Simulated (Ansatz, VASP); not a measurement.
**MgO: VASP beside Ansatz**

Contents of INCAR:

```
PREC = Accurate
ENCUT = 600
EDIFF = 1E-6
ISMEAR = 0
SIGMA = 0.05
LREAL = False
LASPH = True
NELM = 120
ALGO = Normal
ISIF = 2
LWAVE = False
LCHARG = False
GGA = PS
NBANDS = 26
GGA_COMPAT = False
```

File KPOINTS:

```
Automatic mesh
0
Gamma
  9 9 4
```

The input POSCAR:

```
MgO
1.0
    3.3034678071      0.0000000000      0.0000000000
   -1.6517339036      2.8608870415      0.0000000000
    0.0000000000      0.0000000000     10.0387760228
Mg O
4 4
Direct
    0.2098267567      0.6666666667      0.0018291710
    0.4568399100      0.6666666667      0.5018291710
    0.5960886011      0.3333333333      0.2518291710
    0.7372447323      0.3333333333      0.7518291710
    0.2588156863      0.6666666667      0.2004708290
    0.4078509804      0.6666666667      0.7004708290
    0.7823475373      0.3333333333      0.4504708290
    0.5509857961      0.3333333333      0.9504708290
```

Input for Ansatz:

```yaml
crystal:
  lattice:
    - [3.3034678071, 0.0, 0.0]
    - [-1.6517339036, 2.8608870415, 0.0]
    - [0.0, 0.0, 10.0387760228]
  atoms:
    - { symbol: Mg, position: [0.2098267567, 0.6666666667, 0.001829171] }
    - { symbol: Mg, position: [0.45683991, 0.6666666667, 0.501829171] }
    - { symbol: Mg, position: [0.5960886011, 0.3333333333, 0.251829171] }
    - { symbol: Mg, position: [0.7372447323, 0.3333333333, 0.751829171] }
    - { symbol: O, position: [0.2588156863, 0.6666666667, 0.200470829] }
    - { symbol: O, position: [0.4078509804, 0.6666666667, 0.700470829] }
    - { symbol: O, position: [0.7823475373, 0.3333333333, 0.450470829] }
    - { symbol: O, position: [0.5509857961, 0.3333333333, 0.950470829] }
basis:
  ecutwfc: 520.0
kpoints:
  mp_grid: { grid: [9, 9, 4] }
hamiltonian:
  xc: pbesol
  pseudopotentials: { kind: paw, azcp: { folder: soft_1 } }
scf:
  occupations: { method: gaussian, width: 0.05 }
output:
  forces: true
  stress: true
  eigenvalues: true
```

Change from the starting cell: mode 4 frozen in at -0.408 Å and mode 10 at +0.000 Å (largest displacements).

Alike in both runs: task single point; functional PBEsol; k mesh 9 × 9 × 4; occupations gaussian, width 0.05 eV; no spin polarisation.

|  | VASP | Ansatz |
| --- | --- | --- |
| version | VASP 6.6.1 | Ansatz 0.2.0 |
| potentials or method | VASP PAW PBE potentials, release 64 (Mg, O), cutoff 600 eV | scalar-relativistic, plane waves, PAW |
| valence electrons in the cell | 32 | 64 |

Ansatz gave:

- gap on the k mesh at the Fermi level (eV): 2.95
- least direct gap on the mesh (eV): 2.95
- pressure (GPa): -0.7
- traceless stress, the component that is largest in VASP (GPa): -2.82
- rms of the force components (eV/Å): 0.302

Which values does VASP return?

gap on the k mesh at the Fermi level (eV): 2.95; least direct gap on the mesh (eV): 2.95; pressure (GPa): -1.2; traceless stress, the component that is largest in VASP (GPa): -2.86; rms of the force components (eV/Å): 0.305.

VASP's potentials were made for PBE, not for PBEsol, and Ansatz warns of the same on its side. Atom by atom the forces differ by 0.004 eV/Å (rms over components). VASP's potentials hold 32 valence electrons a cell and Ansatz's 64, so a difference there can come from the potentials and not from the codes.
